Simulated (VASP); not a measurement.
Input of a VASP 6.6.1 run:

Contents of INCAR:

```
  ALGO = Normal
  EDIFF = 1E-6
  ENCUT = 500
  GGA = PE
  GGA_COMPAT = F
  ISIF = 2
  ISMEAR = 0
  LASPH = T
  LCHARG = F
  LREAL = F
  LWAVE = F
  NBANDS = 16
  NELM = 120
  PREC = Accurate
  SIGMA = 0.1
```

KPOINTS

```
k-points
0
Gamma
  4 4 4
```

The input POSCAR:

```
AlRu
1.0
    2.9824954400      0.0000000000      0.0000000000
    0.0000000000      2.9824954400      0.0000000000
    0.0000000000      0.0000000000      2.9824954400
Al Ru
1 1
Direct
   -0.0022679188      0.0040493871     -0.0150567231
    0.4087936707      0.5057618214      0.5347738929
```

Potentials or basis: VASP PAW PBE potentials, release 64 (Al, Ru_pv).

Command:

```console
$ cat potpaw_PBE.64/Al/POTCAR potpaw_PBE.64/Ru_pv/POTCAR > POTCAR
$ mpirun -np 1 vasp_std > vasp.out
```

(1) What does it give for the pressure?

(2) Estimate the largest force.

(3) Estimate the band gap on the k mesh.

Answers

(1) 9.6 GPa.

(2) 2.676 eV/Å.

(3) zero (an odd number of electrons rules out a gap without spin polarisation).

Caveat: the k points lie up to 0.53 Å⁻¹ apart, too coarse for converged energies and pressures of a metal; forces of over 1 eV/Å act on the atoms, so gaps and moduli don't describe the material at rest.
